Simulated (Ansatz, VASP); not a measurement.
# One calculation of AlSiN, two programs

The input INCAR:

```
  PREC = Accurate
  ENCUT = 600
  EDIFF = 1E-6
  ISMEAR = 0
  SIGMA = 0.1
  LREAL = F
  LASPH = T
  NELM = 200
  ALGO = Normal
  ISIF = 2
  LWAVE = F
  LCHARG = T
  ISPIN = 2
  MAGMOM = 0 0 1
  LORBIT = 11
  GGA = PE
  LELF = T
  LVHAR = T
  NBANDS = 17
  GGA_COMPAT = F
```

The input KPOINTS:

```
regular mesh
0
Gamma
  6 6 6
```

File POSCAR:

```
AlSiN
1.0
    3.3424458200      0.0000000000      0.0000000000
    0.0000000000      3.3654363400      0.0000000000
    0.0000000000      0.0000000000      3.3912082600
Al Si N
1 1 1
Direct
    0.0000000000      0.0000000000      0.0000000000
    0.5000000000      0.5000000000      0.5000000000
    0.5000000000      0.5000000000      0.0000000000
```

Input for Ansatz:

```yaml
crystal:
  lattice:
    - [3.34244582, 0.0, 0.0]
    - [0.0, 3.36543634, 0.0]
    - [0.0, 0.0, 3.39120826]
  atoms:
    - { symbol: Al, position: [0.0, 0.0, 0.0] }
    - { symbol: Si, position: [0.5, 0.5, 0.5] }
    - { symbol: "N", position: [0.5, 0.5, 0.0], spin: 1.0 }
basis:
  ecutwfc: 420
kpoints:
  mp_grid: { grid: [6, 6, 6] }
hamiltonian:
  xc: pbe
scf:
  occupations: { method: gaussian, width: 0.1 }
  lower_state_search: "off"
output:
  forces: true
  stress: true
  eigenvalues: true
  populations: true
magnetization:
  spin_polarized: true
```

Change from the starting cell: species swapped into the TbCoC type (Pmmm, No. 47).

Alike in both runs: task single point; functional PBE; k mesh 6 × 6 × 6; occupations gaussian, width 0.1 eV; collinear spin.

```csv
,VASP,Ansatz
version,VASP 6.6.1,Ansatz 0.2.0
potentials or method,"VASP PAW PBE potentials, release 64 (Al, Si, N), cutoff 600 eV","scalar-relativistic, plane waves, PAW"
valence electrons in the cell,12,12
```

```csv
,VASP,Ansatz,Ansatz less VASP
gap on the k mesh at the Fermi level (eV),none,none,-
pressure (GPa),4.8,5.0,+0.14
"traceless stress, the component that is largest in VASP (GPa)",24.23,24.24,+0.007
net moment per atom (μB),0.00,0.00,0.000
```

A gap of «none» marks a metal or a gap that the smearing closes. With one functional, cell and mesh, what is left measures potentials, basis and numerics. Ansatz's warnings: seeded moment not kept.
